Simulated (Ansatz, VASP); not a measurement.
## Hf in VASP and in Ansatz

Contents of INCAR:

```
  PREC = Accurate
  ENCUT = 520
  EDIFF = 1E-6
  ISMEAR = -1
  SIGMA = 0.08
  LREAL = False
  LASPH = True
  NELM = 100
  ALGO = Normal
  ISIF = 2
  LWAVE = False
  LCHARG = True
  GGA = PE
  LELF = True
  LVHAR = True
  NBANDS = 11
```

File KPOINTS:

```
Automatic mesh
0
Gamma
  17 17 17
```

POSCAR

```
Hf
1.0
   -1.7439668578      1.7439668578      1.7439668578
    1.7439668578     -1.7439668578      1.7439668578
    1.7439668578      1.7439668578     -1.7439668578
Hf
1
Direct
    0.0000000000      0.0000000000      0.0000000000
```

Input for Ansatz:

```yaml
crystal:
  lattice:
    - [-1.7439668578, 1.7439668578, 1.7439668578]
    - [1.7439668578, -1.7439668578, 1.7439668578]
    - [1.7439668578, 1.7439668578, -1.7439668578]
  atoms:
    - { symbol: Hf, position: [0.0, 0.0, 0.0] }
kpoints:
  mp_grid: { grid: [17, 17, 17] }
scf:
  occupations: { method: fermi_dirac, width: 0.08 }
hamiltonian:
  xc: pbe
  pseudopotentials: { kind: all_electron, lapw: { basis_error: 0.001 } }
output:
  forces: true
  stress: true
  eigenvalues: true
  populations: true
```

Change from the starting cell: volume scaled by 0.95, LAPW.

Alike in both runs: task single point; functional PBE; k mesh 17 × 17 × 17; occupations fermi-dirac, width 0.08 eV; no spin polarisation.

|  | VASP | Ansatz |
| --- | --- | --- |
| version | VASP 6.6.1 | Ansatz 0.2.0 |
| potentials or method | VASP PAW PBE potentials, release 64 (Hf_pv), cutoff 520 eV | all-electron LAPW, scalar-relativistic |

|  | VASP | Ansatz | Ansatz less VASP |
| --- | --- | --- | --- |
| pressure (GPa) | 5.2 | 5.6 | +0.35 |

Ansatz ran all-electron here, and VASP with PAW potentials.

Neither program's run includes spin-orbit coupling.
